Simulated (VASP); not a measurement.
# NiO2 (P-3m1) in VASP: a series of runs, part 2 of 2

VASP 6.6.1. Earlier steps stand in the parts before.

## (5) Single point, LDA (c/a of the conventional cell at fixed volume 1.6544)

The input, INCAR:

```
SYSTEM = NiO2
PREC     = Accurate       ! precision mode
ENCUT    = 520            ! plane-wave cutoff, eV
EDIFF    = 1E-7           ! SCF threshold, eV
ISMEAR   = 0              ! smearing method
SIGMA    = 0.05           ! smearing width, eV
LREAL    = .FALSE.        ! projectors in reciprocal space
LASPH    = .TRUE.         ! aspherical terms in the spheres
NELM     = 100            ! most SCF steps
ALGO     = Normal         ! electronic algorithm
ISIF     = 2              ! what is computed and relaxed
LWAVE    = .FALSE.        ! write WAVECAR
LCHARG   = .TRUE.         ! write CHGCAR
LELF     = .TRUE.         ! ELF
LVHAR    = .TRUE.       
NBANDS   = 18             ! bands
```

The input, KPOINTS:

```
regular mesh
0
G
  12 12 6
  0 0 0
```

The input, POSCAR:

```
NiO2
1.0
    2.6872726493      0.0000000000      0.0000000000
   -1.3436363247      2.3272463812      0.0000000000
    0.0000000000      0.0000000000      4.4458238710
Ni O
1 2
Direct
    0.0000000000      0.0000000000      0.5000000000
    0.6666666667      0.3333333333      0.7067356968
    0.3333333333      0.6666666667      0.2932643032
```

Potentials or basis: VASP PAW LDA potentials, release 64 (Ni, O).

Started as:

```console
$ cat potpaw_LDA.64/Ni/POTCAR potpaw_LDA.64/O/POTCAR > POTCAR
$ mpirun -np 1 vasp_std > vasp.out
```

OUTCAR:

```text
SYSTEM = NiO2
   PREC = Accurate
   ENCUT = 520
   EDIFF = 1E-7
   ISMEAR = 0
   LREAL = .FALSE.
   LASPH = .TRUE.
   NELM = 100
   ISIF = 2

 ion  position               nearest neighbor table
   1  0.000  0.000  0.500-   2 1.80   3 1.80   2 1.80   3 1.80   2 1.80   3 1.80
   2  0.667  0.333  0.707-   1 1.80   1 1.80   1 1.80
   3  0.333  0.667  0.293-   1 1.80   1 1.80   1 1.80

  LATTYP: Found a hexagonal cell.
 ALAT       =     2.6872726493
 C/A-ratio  =     1.6544000000

  Lattice vectors:

 A1 = (   2.6872726493,   0.0000000000,   0.0000000000)
 A2 = (  -1.3436363247,   2.3272463812,   0.0000000000)
 A3 = (   0.0000000000,   0.0000000000,   4.4458238710)

Analysis of symmetry for initial positions (statically):
=====================================================================
 Subroutine PRICEL returns:
 Original cell was already a primitive cell.

 Routine SETGRP: Setting up the symmetry group for a
 hexagonal supercell.

 Subroutine GETGRP returns: Found 12 space group operations
 (whereof 12 operations were pure point group operations)
 out of a pool of 24 trial point group operations.

The static configuration has the point symmetry D_3d.

Analysis of symmetry for dynamics (positions and initial velocities):
=====================================================================
 Subroutine PRICEL returns:
 Original cell was already a primitive cell.

 Routine SETGRP: Setting up the symmetry group for a
 hexagonal supercell.

 Subroutine GETGRP returns: Found 12 space group operations
 (whereof 12 operations were pure point group operations)
 out of a pool of 24 trial point group operations.

The dynamic configuration has the point symmetry D_3d.

 Subroutine INISYM returns: Found 12 space group operations
 (whereof 12 operations are pure point group operations),
 and found     1 'primitive' translations

[... 107 lines left out ...]
   NELECT =      22.0000    total number of electrons
   NUPDOWN=      -1.0000    fix difference up-down
   EMIN   =  10.00;   EMAX   =-10.00  energy-range for DOS
   EFERMI =   0.00;   METHOD = LEGACY
   ISMEAR =     0;   SIGMA  =   0.05  broadening in eV -4-tet -1-fermi 0-gaus
   EFERMI_NEDOS =   21; number of points for ismear=-14 and -15
   IALGO  =     38    algorithm
   IMIX   =      4    mixing-type and parameters
     AMIX     =   0.40;   BMIX     =  1.00
     AMIX_MAG =   1.60;   BMIX_MAG =  1.00
  volume/ion in A,a.u.               =       9.27        62.54
  Fermi-wavevector in a.u.,A,eV,Ry     =   1.514190  2.861404 31.195034  2.292770
  Thomas-Fermi vector in A             =   2.623880
   LORBIT       =      0    0 simple, 1 ext, 2 COOP (PROOUT), +10 PAW based schemes
   GGA     = CA    functional components
   LHFCALC =     F    Hartree Fock is set to
   AEXX    =    0.0000 exact exchange contribution
   IVDW    =     0    specifies the selected vdW correction
   LEPSILON=     F    determine dielectric tensor
   LRPA    =     F    only Hartree local field effects (RPA)
 non-spin polarized calculation
 Gauss-broadening in eV      SIGMA  =   0.05
  energy-cutoff  :      520.00
  volume of cell :       27.80
 maximum number of plane-waves:       768
   NGX =  9   NGY =  9   NGZ = 17

 number of electron      21.9999983 magnetization

 Free energy of the ion-electron system (eV)
  ---------------------------------------------------
  ext. energy  EPLUGINS =         0.00000000
  ---------------------------------------------------
  free energy    TOTEN  =       -20.04659266 eV

  energy without entropy =      -20.04659266  energy(sigma->0) =      -20.04659266

 E-fermi :   4.1858     XC(G=0): -12.0621

 val. band max:        3.9317991922   @ k =   0.0833   0.0833   0.5000
 cond. band min:       4.8843125779   @ k =   0.2500   0.0000   0.3333
 fundamental gap:      0.9525133857
 Fermi energy:         4.1858070460

 k-point     1 :       0.0000    0.0000    0.0000
  band No.  band energies     occupation
      1     -16.5713      2.00000
      2     -13.4735      2.00000
      3      -2.8610      2.00000
      4      -2.5229      2.00000
      5      -2.5229      2.00000
      6       1.3351      2.00000
[... 481 lines left out ...]
      5      -2.1598      2.00000
      6       0.1457      2.00000
[... 10 lines left out ...]
     17      22.2352      0.00000
     18      24.8039      0.00000

 [... further k-points ...]
[... 5 lines left out ...]
  --------------------------------------------------------------------------------------
  -------------------------------------------------------------------------------------
  Total        3.6720403      3.6720403      1.5717413     -0.0000000     -0.0000000     -0.0000000
  in kB      211.5980538    211.5980538     90.5701954     -0.0000000     -0.0000000     -0.0000000
  external PRESSURE =     171.2554343 kB  Pullay stress =       0.0000000 kB

 VOLUME and BASIS-vectors are now :
 -----------------------------------------------------------------------------
  energy-cutoff  :      520.00
  volume of cell :       27.80
      direct lattice vectors                 reciprocal lattice vectors
     2.687272649  0.000000000  0.000000000     0.372124503  0.214846182  0.000000000
    -1.343636325  2.327246381  0.000000000     0.000000000  0.429692364  0.000000000
     0.000000000  0.000000000  4.445823871     0.000000000  0.000000000  0.224930188

 POSITION                                       TOTAL-FORCE (eV/Angst)
 -----------------------------------------------------------------------------------
      0.00000      0.00000      2.22291         0.000000      0.000000      0.000000
      1.34364      0.77575      3.14202         0.000000      0.000000      0.966616
     -0.00000      1.55150      1.30380        -0.000000     -0.000000     -0.966616
 -----------------------------------------------------------------------------------
    total drift:                                0.000000     -0.000000     -0.000000

  FREE ENERGIE OF THE ION-ELECTRON SYSTEM (eV)
  ---------------------------------------------------
  free  energy   TOTEN  =       -20.0465926581 eV

  energy  without entropy=      -20.0465926581  energy(sigma->0) =      -20.04659266
```

OSZICAR:

```text
N       E                     dE             d eps       ncg     rms          rms(c)
DAV:   1     0.160670182395E+03    0.16067E+03   -0.11956E+04  3656   0.154E+03
DAV:   2    -0.139442898705E+02   -0.17461E+03   -0.16258E+03  3758   0.331E+02
DAV:   3    -0.275153452602E+02   -0.13571E+02   -0.13420E+02  4254   0.105E+02
DAV:   4    -0.276820942480E+02   -0.16675E+00   -0.16658E+00  4436   0.116E+01
DAV:   5    -0.276842921745E+02   -0.21979E-02   -0.21976E-02  4266   0.134E+00    0.312E+01
DAV:   6    -0.315631308522E+02   -0.38788E+01   -0.47995E+01  4462   0.175E+02    0.462E+01
DAV:   7    -0.201168479048E+02    0.11446E+02   -0.20126E+01  4390   0.122E+02    0.613E+00
DAV:   8    -0.200676396602E+02    0.49208E-01   -0.18976E+00  3878   0.136E+01    0.310E+00
DAV:   9    -0.200478248000E+02    0.19815E-01   -0.39442E-02  5422   0.398E+00    0.439E-01
DAV:  10    -0.200471109356E+02    0.71386E-03   -0.86444E-03  4520   0.177E+00    0.227E-01
DAV:  11    -0.200466093097E+02    0.50163E-03   -0.74199E-04  4380   0.916E-01    0.815E-02
DAV:  12    -0.200466074520E+02    0.18578E-05   -0.11234E-04  4292   0.104E-01    0.368E-02
DAV:  13    -0.200465955666E+02    0.11885E-04   -0.70061E-05  4298   0.277E-01    0.198E-02
DAV:  14    -0.200465927104E+02    0.28563E-05   -0.12103E-05  4340   0.959E-02    0.264E-03
DAV:  15    -0.200465926581E+02    0.52297E-07   -0.91018E-07  4796   0.131E-02
   1 F= -.20046593E+02 E0= -.20046593E+02  d E =-.137403E-14
```

It took 61 s on 1 thread of Intel Xeon Platinum 8375C at 2.90GHz (Ice Lake), shared host; peak memory 0.16 GiB.

What came out:

* Free energy: -20.0466 eV
* Pressure: 17.1 GPa
* Largest force: 0.967 eV/Å
* Band gap on the k mesh: 0.95 eV, indirect (least direct gap 1.22 eV)

Forces in eV/Å, atoms in the order of the input:
```
Ni   0.000  0.000  0.000
O    0.000  0.000  0.967
O    0.000  0.000 -0.967
```

Stress tensor (GPa, compression positive):
```
21.16  0.00  0.00
 0.00 21.16  0.00
 0.00  0.00  9.06
```

## (6) Single point, LDA (c/a of the conventional cell at fixed volume 1.5224)

The input, INCAR:

```
ALGO = Normal
EDIFF = 1E-7
ENCUT = 520
GGA = CA
ISIF = 2
ISMEAR = 0
LASPH = T
LCHARG = F
LREAL = F
LWAVE = F
NBANDS = 18
NELM = 80
PREC = Accurate
SIGMA = 0.05
```

The input, KPOINTS:

```
k-points
0
Gamma
  12 12 6
```

The input, POSCAR:

```
NiO2
1.0
    2.7627792314      0.0000000000      0.0000000000
   -1.3813896157      2.3926369995      0.0000000000
    0.0000000000      0.0000000000      4.2061363981
Ni O
1 2
Direct
    0.0000000000      0.0000000000      0.5000000000
    0.6666666667      0.3333333333      0.7542852723
    0.3333333333      0.6666666667      0.2457147277
```

Potentials or basis: VASP PAW LDA potentials, release 64 (Ni, O).

Started as:

```console
$ cat potpaw_LDA.64/Ni/POTCAR potpaw_LDA.64/O/POTCAR > POTCAR
$ mpirun -np 1 vasp_std > vasp.out
```

Wall time 78 s (1 thread of Intel Xeon Platinum 8375C at 2.90GHz (Ice Lake), shared host); peak memory 0.17 GiB.

The run converged. Its results:

| Quantity | Value |
| --- | --- |
| Free energy | -19.7794 eV |
| Pressure | -19.4 GPa |
| Largest force | 2.482 eV/Å |
| Band gap on the k mesh | 0.41 eV, indirect (least direct gap 0.48 eV) |

Forces on the atoms (eV/Å):
```
Ni   0.000  0.000  0.000
O    0.000  0.000 -2.482
O    0.000  0.000  2.482
```

Stress tensor (GPa, compression positive):
```
-14.76   0.00   0.00
  0.00 -14.76   0.00
  0.00   0.00 -28.81
```

Levels at points of the mesh, in eV from the valence-band top:
```
           k point  band 7  band 8  band 9  band 10  band 11  band 12  band 13  band 14  band 15  band 16
(0.00, 0.00, 0.00)   -2.14   -1.01   -0.90    -0.90    -0.24     1.56     1.56     7.38    10.83    16.82
(0.50, 0.00, 0.00)   -3.06   -2.56   -1.87    -1.60    -0.95     1.24     1.75    11.60    12.73    14.71
(0.00, 0.00, 0.50)   -2.15   -2.15   -1.12    -1.12    -0.38     1.78     1.78     9.20    10.45    17.63
(0.50, 0.00, 0.50)   -2.10   -2.01   -1.61    -1.43    -1.07     1.37     1.37    10.92    12.27    15.19
```

Caveat: forces of over 1 eV/Å act on the atoms, so gaps and moduli don't describe the material at rest. A k mesh can miss the band edges.

## (7) Overview

```tsv
cell	gap on the mesh (eV)	pressure (GPa)	largest force (eV/Å)
a = 2.804, b = 2.804, c = 4.084 Å, angles 90.0, 90.0, 120.0°, 3 atoms	0.59	-9.2	0.70
a = 2.848, b = 2.848, c = 3.959 Å, angles 90.0, 90.0, 120.0°, 3 atoms	0.48	20.3	3.18
a = 2.724, b = 2.724, c = 4.327 Å, angles 90.0, 90.0, 120.0°, 3 atoms	0.59	-11.7	1.93
a = 2.687, b = 2.687, c = 4.446 Å, angles 90.0, 90.0, 120.0°, 3 atoms	0.95	17.1	0.97
a = 2.763, b = 2.763, c = 4.206 Å, angles 90.0, 90.0, 120.0°, 3 atoms	0.41	-19.4	2.48
```

Alike in all rows: task single point; level LDA; potentials or basis VASP PAW LDA potentials, release 64 (Ni, O); no spin polarisation; k mesh 12 × 12 × 6; cutoff (eV) 520; smearing gaussian 0.05 eV.

Caveats: forces of over 1 eV/Å act on the atoms, so gaps and moduli don't describe the material at rest (some runs).

Total energies depend on the potentials used, so only differences within one code and one set of settings carry meaning.
